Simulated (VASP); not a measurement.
Input of a VASP 6.6.1 run:

INCAR

```
ALGO     = Normal         # electronic algorithm
EDIFF    = 1E-7           # SCF threshold, eV
EDIFFG   = -0.04          # ionic threshold
ENCUT    = 600            # plane-wave cutoff, eV
GGA      = PE             # functional
IBRION   = 2              # ionic algorithm
ISIF     = 3              # what is computed and relaxed
ISMEAR   = 0              # smearing method
ISYM     = 0            
LASPH    = True           # aspherical terms in the spheres
LCHARG   = False          # write CHGCAR
LREAL    = False          # projectors in reciprocal space
LWAVE    = False          # write WAVECAR
NELM     = 100            # most SCF steps
NSW      = 45             # ionic steps
PREC     = Accurate       # precision mode
SIGMA    = 0.1            # smearing width, eV
```

Contents of KPOINTS:

```
k-points
0
Gamma
  3 3 3
```

The input POSCAR:

```
H
1.0
    5.5129496338     -0.8048925750     -0.2103418203
   -0.7979573875      5.7096609155      0.2232630337
   -0.2010062235      0.2231418660      5.7075972900
H
10
Direct
    0.9644231829      0.7300990813      0.6045735476
    0.5998321211      0.9757763518      0.7278872171
    0.3359331093      0.3588426480      0.5178581989
    0.1634156260      0.9922706911      0.1816633423
    0.1834113710      0.0331311180      0.0546969430
    0.8186204039      0.4837975452      0.0879406374
    0.7129440103      0.3815304701      0.1326153814
    0.4304432812      0.3863320239      0.6200446109
    0.6465536395      0.9152717524      0.8362346258
    0.0782032947      0.6840865908      0.6220840587
```

Potentials or basis: VASP PAW PBE potentials, release 64 (H).

Command:

```sh
$ cat potpaw_PBE.64/H/POTCAR > POTCAR
$ mpirun -np 1 vasp_std > vasp.out
```

Problem. Predict the band gap on the k mesh.

Solution. 9.23 eV, indirect (least direct gap 9.38 eV).

Forces on the atoms (eV/Å):
```
H    0.014 -0.008  0.001
H    0.008 -0.014  0.021
H    0.017  0.002  0.022
H    0.004  0.008 -0.033
H   -0.004 -0.007  0.032
H   -0.016 -0.018  0.007
H    0.015  0.019 -0.008
H   -0.017 -0.002 -0.022
H   -0.008  0.013 -0.020
H   -0.014  0.007 -0.002
```

Caveat: the relaxation stopped at its first step, so nothing moved.
